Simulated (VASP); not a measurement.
Set up this calculation in VASP 6.6.1, as the native input.

```yaml
Task: single point
Functional: revPBE
Potentials_or_basis: VASP PAW PBE potentials, release 64 (Ni, Al)
Cutoff: 520 eV
k_mesh: 9 × 9 × 9
Occupations: fermi-dirac, width 0.05 eV
Spin: collinear spin, ferromagnetic start
Starting_moments: "[1.0, 0.0] μB"
Dipole_correction: no
Further_INCAR_settings: ALGO = Normal; EDIFF = 1e-07; NBANDS = 18
```

The structure of AlNi lies in POSCAR:

```
AlNi
1.0
    2.9096187714      0.0000000000      0.0000000000
    0.0000000000      2.9096187714      0.0000000000
    0.0000000000      0.0000000000      2.9096187714
Ni Al
1 1
Direct
    0.5000000000      0.5000000000      0.5000000000
    0.0000000000      0.0000000000      0.0000000000
```

The input as run:

INCAR

```
PREC = Accurate ; ENCUT = 520
EDIFF = 1E-7 ; ISMEAR = -1
SIGMA = 0.05 ; LREAL = F
LASPH = T ; NELM = 150
ALGO = Normal ; ISIF = 2
LWAVE = F ; LCHARG = T
ISPIN = 2 ; MAGMOM = 1 0
LORBIT = 11 ; LMAXMIX = 4
GGA = RE ; LELF = T
LVHAR = T ; NBANDS = 18
```

KPOINTS

```
regular mesh
0
Gamma
  9 9 9
```

Potentials or basis: VASP PAW PBE potentials, release 64 (Ni, Al).

The run is started by

```sh
$ cat potpaw_PBE.64/Ni/POTCAR potpaw_PBE.64/Al/POTCAR > POTCAR
$ mpirun -np 1 vasp_std > vasp.out
```

It gave:

- Pressure: -0.1 GPa
- Net moment: 0.00 μB per cell
- Valence electrons inside the program's atomic spheres: Ni 9.41; Al 0.78

Caveat: the PAW data sets were made with another functional, which shifts forces and pressure a little.

Wall time 46 s on 1 thread of Intel Xeon 8259CL, on a shared host, peak memory 0.16 GiB.
